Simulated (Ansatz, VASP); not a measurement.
## Ga2O3 in VASP and in Ansatz

```
Ga O
1.0
     6.10700   -1.51855    0.00000
     6.10700    1.51855    0.00000
    -1.38599    0.00000    5.63001
Ga O
4 6
Direct
  0.09146 0.09146 0.79571
  0.90854 0.90854 0.20429
  0.65923 0.65923 0.31328
  0.34077 0.34077 0.68672
  0.16900 0.16900 0.10896
  0.83100 0.83100 0.89104
  0.17221 0.17221 0.56020
  0.82779 0.82779 0.43980
  0.49645 0.49645 0.25364
  0.50355 0.50355 0.74636
```

Alike in both runs: task single point; functional PBE; k mesh 6 × 6 × 4; no spin polarisation.

|  | VASP | Ansatz |
| --- | --- | --- |
| version | VASP 6.6.1 | Ansatz 0.2.0 |
| potentials or method | VASP PAW PBE potentials, release 64 (Ga_d, O) | scalar-relativistic, plane waves, PAW |
| plane-wave cutoff (eV) | 520 | 420 |
| occupations | gaussian, width 0.01 eV | fixed |
| valence electrons in the cell | 88 | 88 |

|  | VASP | Ansatz | Ansatz less VASP |
| --- | --- | --- | --- |
| gap on the k mesh at the Fermi level (eV) | 2.39 | 2.40 | +0.016 |
| least direct gap on the mesh (eV) | 2.40 | 2.41 | +0.013 |
| pressure (GPa) | 9.0 | 8.4 | -0.59 |
| traceless stress, the component that is largest in VASP (GPa) | -0.43 | -0.36 | +0.067 |
| rms of the force components (eV/Å) | 0.010 | 0.001 | -0.0093 |

Atom by atom the forces differ by 0.010 eV/Å (rms over components).
